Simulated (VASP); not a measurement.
Set up this calculation in VASP 6.6.1, as the native input.

```
Task                   : single point
Functional             : r2SCAN
Potentials or basis    : VASP PAW PBE potentials, release 64 (B, As)
Cutoff                 : 550 eV
k mesh                 : 10 × 10 × 10
Occupations            : fermi-dirac, width 0.02 eV
Spin                   : no spin polarisation
Dipole correction      : no
Further INCAR settings : ALGO = Normal; EDIFF = 1e-06; NBANDS = 11
```

The system is BAs.

```
CELL_PARAMETERS angstrom
0.00000 2.39192 2.39192
2.39192 0.00000 2.39192
2.39192 2.39192 0.00000
ATOMIC_POSITIONS crystal
B 0.00000 0.00000 0.00000
As 0.25000 0.25000 0.25000
```

One way to write it, as run:

POSCAR

```
BAs
1.0
    0.0000000000      2.3919171983      2.3919171983
    2.3919171983      0.0000000000      2.3919171983
    2.3919171983      2.3919171983      0.0000000000
B As
1 1
Direct
    0.0000000000      0.0000000000      0.0000000000
    0.2500000000      0.2500000000      0.2500000000
```

INCAR.step1

```
SYSTEM = BAs
  ALGO = Normal
  EDIFF = 1E-5
  ENCUT = 550
  GGA = PE
  GGA_COMPAT = .False.
  ISMEAR = -1
  LASPH = .True.
  LCHARG = .False.
  LREAL = .False.
  LWAVE = .True.
  NBANDS = 11
  NELM = 120
  PREC = Accurate
  SIGMA = 0.02
```

INCAR.step2

```
SYSTEM = BAs
  ALGO = Normal
  EDIFF = 1E-6
  ENCUT = 550
  GGA_COMPAT = .False.
  ISIF = 2
  ISMEAR = -1
  ISTART = 1
  LASPH = .True.
  LCHARG = .True.
  LELF = .True.
  LMIXTAU = .True.
  LREAL = .False.
  LVHAR = .True.
  LWAVE = .False.
  METAGGA = R2SCAN
  NBANDS = 11
  NELM = 120
  PREC = Accurate
  SIGMA = 0.02
```

KPOINTS

```
k-points
0
Gamma
  10 10 10
  0 0 0
```

Potentials or basis: VASP PAW PBE potentials, release 64 (B, As).

Run with:

```bash
$ cat potpaw_PBE.64/B/POTCAR potpaw_PBE.64/As/POTCAR > POTCAR
$ cp INCAR.step1 INCAR
$ mpirun -np 1 vasp_std > vasp.out
$ cp INCAR.step2 INCAR
$ mpirun -np 1 vasp_std > vasp.out
```

It gave:

- Pressure: 0.2 GPa
- Band gap on the k mesh: 1.37 eV (least direct gap 3.44 eV)

Caveat: the PAW data sets were made with another functional, which shifts forces and pressure a little.

Wall time 2 min on 1 thread of AMD EPYC 7R13, on a shared host, peak memory 0.14 GiB.
